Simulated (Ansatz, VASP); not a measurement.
# Two plane-wave programs on Ta2N

```
CELL_PARAMETERS angstrom
5.29657 0.00000 0.00000
-2.64829 4.58697 0.00000
0.00000 0.00000 4.93918
ATOMIC_POSITIONS crystal
Ta 0.66636 0.66636 0.75362
Ta 0.00000 0.33364 0.75362
Ta 0.33364 0.00000 0.75362
Ta 0.33364 0.33364 0.24638
Ta 0.00000 0.66636 0.24638
Ta 0.66636 0.00000 0.24638
N 0.66667 0.33333 0.50000
N 0.33333 0.66667 0.50000
N 0.00000 0.00000 0.00000
```

Alike in both runs: task single point; functional PBE; k mesh 6 × 6 × 4; occupations gaussian, width 0.1 eV; no spin polarisation.

|  | VASP | Ansatz |
| --- | --- | --- |
| version | VASP 6.6.1 | Ansatz 0.2.0 |
| potentials or method | VASP PAW PBE potentials, release 64 (Ta_pv, N), cutoff 520 eV | scalar-relativistic, plane waves, PAW |
| valence electrons in the cell | 81 | 93 |

VASP gave:

| Quantity | Value |
| --- | --- |
| gap on the k mesh at the Fermi level (eV) | none |
| pressure (GPa) | 3.3 |
| traceless stress, the component that is largest in VASP (GPa) | -0.26 |
| rms of the force components (eV/Å) | 0.018 |

Estimate Ansatz's values.

gap on the k mesh at the Fermi level (eV): none; pressure (GPa): 2.8; traceless stress, the component that is largest in VASP (GPa): -0.24; rms of the force components (eV/Å): 0.022.

Atom by atom the forces differ by 0.007 eV/Å (rms over components). A gap of «none» marks a metal or a gap that the smearing closes. VASP's potentials hold 81 valence electrons a cell and Ansatz's 93, so a difference there can come from the potentials and not from the codes. Ansatz's warnings: structure snapped to symmetry.

Neither program's run includes spin-orbit coupling.
